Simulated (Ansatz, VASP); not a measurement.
**Two plane-wave programs on SrTiO3**

```
Sr Ti O
1.0
     3.94232    0.00000    0.00000
     0.00000    3.94232    0.00000
     0.00000    0.00000    3.94232
Sr Ti O
1 1 3
Direct
  0.50000 0.50000 0.50000
  0.00000 0.00000 0.00000
  0.50000 0.00000 0.00000
  0.00000 0.50000 0.00000
  0.00000 0.00000 0.50000
```

Alike in both runs: task single point; functional PBEsol; k mesh 6 × 6 × 6; occupations gaussian, width 0.05 eV; no spin polarisation.

|  | VASP | Ansatz |
| --- | --- | --- |
| version | VASP 6.6.1 | Ansatz 0.2.0 |
| potentials or method | VASP PAW PBE potentials, release 64 (Sr_sv, Ti_sv, O), cutoff 520 eV | scalar-relativistic, plane waves, PAW |
| valence electrons in the cell | 40 | 40 |

|  | VASP | Ansatz | Ansatz less VASP |
| --- | --- | --- | --- |
| gap on the k mesh at the Fermi level (eV) | 1.75 | 1.78 | +0.031 |
| least direct gap on the mesh (eV) | 2.12 | 2.15 | +0.021 |
| pressure (GPa) | -6.1 | -6.7 | -0.60 |

VASP's potentials were made for PBE, not for PBEsol.
